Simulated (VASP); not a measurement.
# NbRu3 (R-3m) in VASP: notebook, part 2 of 2

VASP 6.6.1. Earlier steps stand in the parts before.

### 3 Electric field gradients, LDA (equal xy, yz and zx shear strains of -1 %)

File INCAR:

```
SYSTEM = NbRu3
PREC = Accurate
ENCUT = 520
EDIFF = 1E-8
ISMEAR = -1
SIGMA = 0.05
LREAL = .False.
LASPH = .True.
NELM = 80
ALGO = Normal
ISIF = 2
LWAVE = .False.
LCHARG = .False.
GGA = CA
LEFG = .True.
NBANDS = 36
```

File KPOINTS:

```
regular mesh
0
Gamma
  9 9 9
  0 0 0
```

File POSCAR:

```
NbRu3
1.0
    3.8800000000     -0.0194000000     -0.0194000000
   -0.0194000000      3.8800000000     -0.0194000000
   -0.0194000000     -0.0194000000      3.8800000000
Nb Ru
1 3
Direct
    0.0000000000      0.0000000000      0.0000000000
    0.0000000000      0.5000000000      0.5000000000
    0.5000000000      0.0000000000      0.5000000000
    0.5000000000      0.5000000000      0.0000000000
```

Potentials or basis: VASP PAW LDA potentials, release 64 (Nb_sv, Ru_pv).

Command:

```bash
> cat potpaw_LDA.64/Nb_sv/POTCAR potpaw_LDA.64/Ru_pv/POTCAR > POTCAR
> mpirun -np 1 vasp_std > vasp.out
```

OUTCAR:

```text
SYSTEM = NbRu3
   PREC = Accurate
   ENCUT = 520
   EDIFF = 1E-8
   ISMEAR = -1
   LREAL = .False.
   LASPH = .True.
   NELM = 80
   ISIF = 2
   GGA = CA

 ion  position               nearest neighbor table
   1  0.000  0.000  0.000-   2 2.73   3 2.73   4 2.73   2 2.73   3 2.73   4 2.73   4 2.76   2 2.76
                             3 2.76   4 2.76   3 2.76   2 2.76
   2  0.000  0.500  0.500-   1 2.73   3 2.73   4 2.73   1 2.73   4 2.73   3 2.73   3 2.76   1 2.76
                             3 2.76   4 2.76   4 2.76   1 2.76
   3  0.500  0.000  0.500-   1 2.73   2 2.73   4 2.73   4 2.73   1 2.73   2 2.73   4 2.76   1 2.76
                             1 2.76   2 2.76   4 2.76   2 2.76
   4  0.500  0.500  0.000-   1 2.73   2 2.73   3 2.73   3 2.73   2 2.73   1 2.73   3 2.76   2 2.76
                             1 2.76   2 2.76   3 2.76   1 2.76

  LATTYP: Found a trigonal (rhomboedric) cell.
 ALAT       =     3.8800969988
 COS(alpha) =    -0.0099745013

  Lattice vectors:

 A1 = (   3.8800000000,  -0.0194000000,  -0.0194000000)
 A2 = (  -0.0194000000,   3.8800000000,  -0.0194000000)
 A3 = (  -0.0194000000,  -0.0194000000,   3.8800000000)

Analysis of symmetry for initial positions (statically):
=====================================================================
 Subroutine PRICEL returns:
 Original cell was already a primitive cell.

 Routine SETGRP: Setting up the symmetry group for a
 trigonal (rhombohedral) supercell.

 Subroutine GETGRP returns: Found 12 space group operations
 (whereof 12 operations were pure point group operations)
 out of a pool of 12 trial point group operations.

The static configuration has the point symmetry D_3d.

Analysis of symmetry for dynamics (positions and initial velocities):
=====================================================================
 Subroutine PRICEL returns:
 Original cell was already a primitive cell.

 Routine SETGRP: Setting up the symmetry group for a
 trigonal (rhombohedral) supercell.

 Subroutine GETGRP returns: Found 12 space group operations
 (whereof 12 operations were pure point group operations)
 out of a pool of 12 trial point group operations.

The dynamic configuration has the point symmetry D_3d.

 Subroutine INISYM returns: Found 12 space group operations
 (whereof 12 operations are pure point group operations),
 and found     1 'primitive' translations

----------------------------------------------------------------------------------------

                                     Primitive cell

  volume of cell :      58.4067

  direct lattice vectors                    reciprocal lattice vectors
     3.880000000 -0.019400000 -0.019400000     0.257744911  0.001295201  0.001295201
    -0.019400000  3.880000000 -0.019400000     0.001295201  0.257744911  0.001295201
    -0.019400000 -0.019400000  3.880000000     0.001295201  0.001295201  0.257744911

  length of vectors
     3.880096999  3.880096999  3.880096999     0.257751419  0.257751419  0.257751419
[... 98 lines left out ...]
   EMIN   =  10.00;   EMAX   =-10.00  energy-range for DOS
   EFERMI =   0.00;   METHOD = LEGACY
   ISMEAR =    -1;   SIGMA  =   0.05  broadening in eV -4-tet -1-fermi 0-gaus
   EFERMI_NEDOS =   21; number of points for ismear=-14 and -15
   IALGO  =     38    algorithm
   IMIX   =      4    mixing-type and parameters
     AMIX     =   0.40;   BMIX     =  1.00
     AMIX_MAG =   1.60;   BMIX_MAG =  1.00
  volume/ion in A,a.u.               =      14.60        98.54
  Fermi-wavevector in a.u.,A,eV,Ry     =   1.604630  3.032311 35.032788  2.574837
  Thomas-Fermi vector in A             =   2.701104
   LORBIT       =      0    0 simple, 1 ext, 2 COOP (PROOUT), +10 PAW based schemes
   GGA     = CA    functional components
   LHFCALC =     F    Hartree Fock is set to
   AEXX    =    0.0000 exact exchange contribution
   IVDW    =     0    specifies the selected vdW correction
   LEPSILON=     F    determine dielectric tensor
   LRPA    =     F    only Hartree local field effects (RPA)
 non-spin polarized calculation
  energy-cutoff  :      520.00
  volume of cell :       58.41
 maximum number of plane-waves:      1588
 NGX is ok and might be reduce to    30
   NGX = 15   NGY = 15   NGZ = 15

 number of electron      55.0000008 magnetization

 Free energy of the ion-electron system (eV)
  ---------------------------------------------------
  ext. energy  EPLUGINS =         0.00000000
  ---------------------------------------------------
  free energy    TOTEN  =       -43.75765895 eV

  energy without entropy =      -43.71373082  energy(sigma->0) =      -43.73569489

 E-fermi :  12.0280     XC(G=0): -13.9110

 val. band max:       12.0268674813   @ k =  -0.2222   0.1111   0.1111
 cond. band min:      12.0280188832   @ k =  -0.3333   0.4444   0.3333
 fundamental gap:      0.0011514018
 Fermi energy:        12.0279891806

 k-point     1 :       0.0000    0.0000    0.0000
  band No.  band energies     occupation
      1     -42.4049      2.00000
      2     -30.5015      2.00000
      3     -30.5015      2.00000
      4     -30.4795      2.00000
      5     -30.1135      2.00000
      6     -30.1006      2.00000
[... 925 lines left out ...]
     35      16.2297      0.00000
     36      18.0918      0.00000

 [... further k-points ...]

------------------------ aborting loop because EDIFF is reached ----------------------------------------

  FORCE on cell =-STRESS in cart. coord.  units (eV):
  Direction    XX          YY          ZZ          XY          YZ          ZX
  --------------------------------------------------------------------------------------
  -------------------------------------------------------------------------------------
  Total       -3.9684753     -3.9684753     -3.9684753      0.5702526      0.5702526      0.5702526
  in kB     -108.8608632   -108.8608632   -108.8608632     15.6428301     15.6428301     15.6428301
  external PRESSURE =    -108.8608632 kB  Pullay stress =       0.0000000 kB

 VOLUME and BASIS-vectors are now :
 -----------------------------------------------------------------------------
  energy-cutoff  :      520.00
  volume of cell :       58.41
      direct lattice vectors                 reciprocal lattice vectors
     3.880000000 -0.019400000 -0.019400000     0.257744911  0.001295201  0.001295201
    -0.019400000  3.880000000 -0.019400000     0.001295201  0.257744911  0.001295201
    -0.019400000 -0.019400000  3.880000000     0.001295201  0.001295201  0.257744911

 POSITION                                       TOTAL-FORCE (eV/Angst)
 -----------------------------------------------------------------------------------
      0.00000      0.00000      0.00000         0.000000      0.000000     -0.000000
     -0.01940      1.93030      1.93030        -0.000000     -0.000000      0.000000
      1.93030     -0.01940      1.93030         0.000000      0.000000     -0.000000
      1.93030      1.93030     -0.01940        -0.000000     -0.000000      0.000000
 -----------------------------------------------------------------------------------
    total drift:                                0.000000      0.000000     -0.000000

  FREE ENERGIE OF THE ION-ELECTRON SYSTEM (eV)
  ---------------------------------------------------
  free  energy   TOTEN  =       -43.7576589544 eV

  energy  without entropy=      -43.7137308213  energy(sigma->0) =      -43.73569489

 Electric field gradients (V/A^2)
---------------------------------------------------------------------
 ion       V_xx      V_yy      V_zz      V_xy      V_xz      V_yz
---------------------------------------------------------------------
   1      -0.000    -0.000    -0.000    -0.254    -0.254    -0.254
   2     -12.800     6.400     6.400    -3.282    -3.282     3.793
   3       6.400   -12.800     6.400    -3.282     3.793    -3.282
   4       6.400     6.400   -12.800     3.793    -3.282    -3.282
---------------------------------------------------------------------

 Electric field gradients after diagonalization (V/A^2)
 (convention: |V_zz| > |V_xx| > |V_yy|)
----------------------------------------------------------------------
 ion       V_xx      V_yy      V_zz     asymmetry (V_yy - V_xx)/ V_zz
----------------------------------------------------------------------
   1       0.254     0.254    -0.508       0.000
   2      11.094     2.607   -13.702       0.619
   3      11.094     2.607   -13.702       0.619
   4      11.094     2.607   -13.702       0.619
----------------------------------------------------------------------

           NMR quadrupolar parameters

 Cq : quadrupolar parameter    Cq=e*Q*V_zz/h
 eta: asymmetry parameters     (V_yy - V_xx)/ V_zz
 Q  : nuclear electric quadrupole moment in mb (millibarn)
----------------------------------------------------------------------
 ion       Cq(MHz)       eta       Q (mb)
----------------------------------------------------------------------
   1      -0.001       0.000       1.000
   2      -0.033       0.619       1.000
   3      -0.033       0.619       1.000
   4      -0.033       0.619       1.000
----------------------------------------------------------------------
```

It took 77 s on 1 thread of Intel Xeon 6975P-C (Granite Rapids), shared host; peak memory 0.25 GiB.

What came out:

```yaml
Free_energy: -43.7577 eV
Pressure: -10.9 GPa
Band_gap_on_the_k_mesh: zero (an odd number of electrons rules out a gap without spin polarisation)
Largest_electric_field_gradient_by_atom: Nb -0.5; Ru -13.7 V/Å²
```

Levels at points of the mesh, in eV from the Fermi level:
```
           k point  band 25  band 26  band 27  band 28  band 29  band 30  band 31  band 32
(0.00, 0.00, 0.00)     0.49     1.78     2.31     2.31     2.33     3.63     3.63     3.99
```

Electric field gradients, principal values (V/Å²):
```csv
atom,least,middle,greatest (by size)
1 Nb,0.254,0.254,-0.508
2 Ru,2.607,11.094,-13.702
3 Ru,2.607,11.094,-13.702
4 Ru,2.607,11.094,-13.702
```

Caveat: the cell differs from its parent crystal (equal xy, yz and zx shear strains of -1 %); the cell stands under tension; without QUAD_EFG the Cq values of the log hold for a quadrupole moment of 1 mb, not for the nuclei.
